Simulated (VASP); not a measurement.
# GaCo (Pm-3m) in VASP: single point with PBE

Aim: the single point of GaCo with PBE.

Everything below comes from runs of VASP 6.6.1. Logs are shortened: lines on timing, memory, paths and dates and some standing lists are left out, and cuts for length are marked.

### Step 1. The cell of the first run

The structure is cubic, space group Pm-3m (No. 221). The conventional cell has a = 2.882 Å, b = 2.882 Å, c = 2.882 Å, α = 90.00°, β = 90.00°, γ = 90.00°. Within 3.3 Å of Ga (site symmetry m-3m) lie 8 Co at 2.50 Å and 6 Ga at 2.88 Å. Within 3.3 Å of Co (site symmetry m-3m) lie 8 Ga at 2.50 Å and 6 Co at 2.88 Å.

### Step 2. Single point, PBE, collinear spin, ferromagnetic start

File INCAR:

```
SYSTEM = GaCo
PREC = Accurate ; ENCUT = 520
EDIFF = 1E-7 ; ISMEAR = 0
SIGMA = 0.1 ; LREAL = .False.
LASPH = .True. ; NELM = 150
ALGO = Normal ; ISIF = 2
LWAVE = .False. ; LCHARG = .False.
ISPIN = 2 ; MAGMOM = 0 0.32
LORBIT = 11 ; LMAXMIX = 4
GGA = PE ; NBANDS = 22
```

File KPOINTS:

```
Automatic mesh
0
Gamma
  20 20 20
  0 0 0
```

File POSCAR:

```
GaCo
1.0
    2.8815790854      0.0000000000      0.0000000000
    0.0000000000      2.8815790854      0.0000000000
    0.0000000000      0.0000000000      2.8815790854
Ga Co
1 1
Direct
    0.5000000000      0.5000000000      0.5000000000
    0.0000000000      0.0000000000      0.0000000000
```

Potentials or basis: VASP PAW PBE potentials, release 64 (Ga_d, Co).

Started as:

```
cat potpaw_PBE.64/Ga_d/POTCAR potpaw_PBE.64/Co/POTCAR > POTCAR
mpirun -np 1 vasp_std > vasp.out
```

OUTCAR:

```text
SYSTEM = GaCo
   PREC = Accurate
   ENCUT = 520
   EDIFF = 1E-7
   ISMEAR = 0
   LREAL = .False.
   LASPH = .True.
   NELM = 150
   ISIF = 2
   ISPIN = 2
   LORBIT = 11
   GGA = PE

 ion  position               nearest neighbor table
   1  0.500  0.500  0.500-   2 2.50   2 2.50   2 2.50   2 2.50   2 2.50   2 2.50   2 2.50   2 2.50

   2  0.000  0.000  0.000-   1 2.50   1 2.50   1 2.50   1 2.50   1 2.50   1 2.50   1 2.50   1 2.50

  LATTYP: Found a simple cubic cell.
 ALAT       =     2.8815790854

  Lattice vectors:

 A1 = (   2.8815790854,   0.0000000000,   0.0000000000)
 A2 = (   0.0000000000,   2.8815790854,   0.0000000000)
 A3 = (   0.0000000000,   0.0000000000,   2.8815790854)

Analysis of symmetry for initial positions (statically):
=====================================================================
 Subroutine PRICEL returns:
 Original cell was already a primitive cell.

 Routine SETGRP: Setting up the symmetry group for a
 simple cubic supercell.

 Subroutine GETGRP returns: Found 48 space group operations
 (whereof 48 operations were pure point group operations)
 out of a pool of 48 trial point group operations.

The static configuration has the point symmetry O_h .

Analysis of symmetry for dynamics (positions and initial velocities):
=====================================================================
 Subroutine PRICEL returns:
 Original cell was already a primitive cell.

 Routine SETGRP: Setting up the symmetry group for a
 simple cubic supercell.

 Subroutine GETGRP returns: Found 48 space group operations
 (whereof 48 operations were pure point group operations)
 out of a pool of 48 trial point group operations.

The dynamic configuration has the point symmetry O_h .

Analysis of structural, dynamic, and magnetic symmetry:
=====================================================================
 Subroutine PRICEL returns:
 Original cell was already a primitive cell.

 Routine SETGRP: Setting up the symmetry group for a
 simple cubic supercell.

 Subroutine GETGRP returns: Found 48 space group operations
 (whereof 48 operations were pure point group operations)
 out of a pool of 48 trial point group operations.

The overall configuration has the point symmetry O_h .

 Subroutine INISYM returns: Found 48 space group operations
 (whereof 48 operations are pure point group operations),
 and found     1 'primitive' translations

----------------------------------------------------------------------------------------

                                     Primitive cell

  volume of cell :      23.9272
[... 107 lines left out ...]
   IMIX   =      4    mixing-type and parameters
     AMIX     =   0.40;   BMIX     =  1.00
     AMIX_MAG =   1.60;   BMIX_MAG =  1.00
  volume/ion in A,a.u.               =      11.96        80.73
  Fermi-wavevector in a.u.,A,eV,Ry     =   1.591910  3.008274 34.479578  2.534177
  Thomas-Fermi vector in A             =   2.690377
   LORBIT       =     11    0 simple, 1 ext, 2 COOP (PROOUT), +10 PAW based schemes
   GGA     = PE    functional components
   LHFCALC =     F    Hartree Fock is set to
   AEXX    =    0.0000 exact exchange contribution
   IVDW    =     0    specifies the selected vdW correction
   LEPSILON=     F    determine dielectric tensor
   LRPA    =     F    only Hartree local field effects (RPA)
 spin polarized calculation
 Gauss-broadening in eV      SIGMA  =   0.10
  energy-cutoff  :      520.00
  volume of cell :       23.93
 maximum number of plane-waves:       661
 NGX is ok and might be reduce to    24
   NGX = 11   NGY = 11   NGZ = 11

 number of electron      22.0000019 magnetization       0.0457971

 Free energy of the ion-electron system (eV)
  ---------------------------------------------------
  ext. energy  EPLUGINS =         0.00000000
  ---------------------------------------------------
  free energy    TOTEN  =       -10.48134324 eV

  energy without entropy =      -10.47483582  energy(sigma->0) =      -10.47808953

 E-fermi :   9.7492     XC(G=0): -13.1681

 val. band max:        9.7488130087   @ k =   0.5000   0.2500   0.0000
 cond. band min:       9.7524994299   @ k =   0.5000   0.3500   0.2500
 fundamental gap:      0.0036864212
 Fermi energy:         9.7492027349

 spin component 1

 k-point     1 :       0.0000    0.0000    0.0000
  band No.  band energies     occupation
      1      -5.4317      1.00000
      2      -5.4317      1.00000
      3      -5.0888      1.00000
      4      -5.0888      1.00000
      5      -5.0888      1.00000
      6      -2.3069      1.00000
[... 589 lines left out ...]
     21      32.3644      0.00000
     22      32.4055      0.00000

 [... further k-points ...]

 spin component 2

 k-point     1 :       0.0000    0.0000    0.0000
  band No.  band energies     occupation
      1      -5.4325      1.00000
      2      -5.4325      1.00000
      3      -5.0896      1.00000
      4      -5.0896      1.00000
      5      -5.0896      1.00000
      6      -2.3104      1.00000
[... 589 lines left out ...]
     21      32.3629      0.00000
     22      32.4086      0.00000

 [... further k-points ...]
[... 5 lines left out ...]
  --------------------------------------------------------------------------------------
  -------------------------------------------------------------------------------------
  Total        0.0339146      0.0339146      0.0339146     -0.0000000     -0.0000000     -0.0000000
  in kB        2.2709394      2.2709394      2.2709394     -0.0000000     -0.0000000     -0.0000000
  external PRESSURE =       2.2709394 kB  Pullay stress =       0.0000000 kB

 VOLUME and BASIS-vectors are now :
 -----------------------------------------------------------------------------
  energy-cutoff  :      520.00
  volume of cell :       23.93
      direct lattice vectors                 reciprocal lattice vectors
     2.881579085  0.000000000  0.000000000     0.347031947  0.000000000  0.000000000
     0.000000000  2.881579085  0.000000000     0.000000000  0.347031947  0.000000000
     0.000000000  0.000000000  2.881579085     0.000000000  0.000000000  0.347031947

 POSITION                                       TOTAL-FORCE (eV/Angst)
 -----------------------------------------------------------------------------------
      1.44079      1.44079      1.44079         0.000000      0.000000      0.000000
      0.00000      0.00000      0.00000         0.000000      0.000000      0.000000
 -----------------------------------------------------------------------------------
    total drift:                                0.000000      0.000000     -0.000000

  FREE ENERGIE OF THE ION-ELECTRON SYSTEM (eV)
  ---------------------------------------------------
  free  energy   TOTEN  =       -10.4813432409 eV

  energy  without entropy=      -10.4748358241  energy(sigma->0) =      -10.47808953

 total charge

# of ion       s       p       d       tot
------------------------------------------
    1        0.847   0.883  10.051  11.780
    2        0.386   0.450   7.511   8.347
--------------------------------------------------
tot          1.232   1.333  17.561  20.127

 magnetization (x)

# of ion       s       p       d       tot
------------------------------------------
    1       -0.001  -0.001  -0.001  -0.003
    2        0.000  -0.001   0.052   0.051
--------------------------------------------------
tot         -0.000  -0.002   0.051   0.048
```

stdout:

```text
POSCAR found type information on POSCAR GaCo
 POSCAR found :  2 types and       2 ions
 scaLAPACK will be used
 LDA part: xc-table for (Slater+PW92), standard interpolation
 POSCAR, INCAR and KPOINTS ok, starting setup
 FFT: planning ... GRIDC
 FFT: planning ... GRID_SOFT
 FFT: planning ... GRID
 WAVECAR not read
 entering main loop
```

Wall time 6.4 min (1 thread of Oxide Virtual Turin-like, shared host); peak memory 0.3 GiB.

What came out:

* Free energy: -10.4813 eV
* Pressure: 0.2 GPa
* Net moment: 0.05 μB per cell
* Site moments: Ga -0.00; Co +0.05 μB
* Valence electrons inside the program's atomic spheres: Ga 11.78; Co 8.35
